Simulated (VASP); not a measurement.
Here is a VASP 6.6.1 calculation.

The input INCAR:

```
SYSTEM = Ag
  ALGO = Fast
  EDIFF = 1E-6
  EDIFFG = -0.001
  ENCUT = 600
  GGA = PE
  IBRION = 2
  ISIF = 4
  ISMEAR = -1
  LASPH = .True.
  LCHARG = .False.
  LREAL = .False.
  LWAVE = .False.
  NELM = 60
  NSW = 80
  PREC = Accurate
  SIGMA = 0.15
```

KPOINTS

```
k-points
0
Gamma
  18 18 10
  0 0 0
```

Contents of POSCAR:

```
Ag
1.0
    2.9500737263      0.0000000000      0.0000000000
   -1.4750368631      2.5548387900      0.0000000000
    0.0000000000      0.0000000000      4.8411863824
Ag
2
Direct
    0.3333333333      0.6666666667      0.2500000000
    0.6666666667      0.3333333333      0.7500000000
```

Potentials or basis: VASP PAW PBE potentials, release 64 (Ag).

Launch:

```sh
$ cat potpaw_PBE.64/Ag/POTCAR > POTCAR
$ mpirun -np 1 vasp_std > vasp.out
```

**Question.** What does it give for the band gap on the k mesh?

**Answer.** Zero (bands 11 and 12 overlap by 7.30 eV).

Final structure:
```cif
data_structure
_symmetry_space_group_name_H-M 'P 1'
_symmetry_Int_Tables_number 1
_cell_length_a 2.9501
_cell_length_b 2.9501
_cell_length_c 4.8412
_cell_angle_alpha 90.000
_cell_angle_beta 90.000
_cell_angle_gamma 120.000
_cell_volume 36.49
loop_
_atom_site_label
_atom_site_type_symbol
_atom_site_fract_x
_atom_site_fract_y
_atom_site_fract_z
_atom_site_occupancy
Ag1 Ag 0.33333 0.66667 0.25000 1
Ag2 Ag 0.66667 0.33333 0.75000 1
```
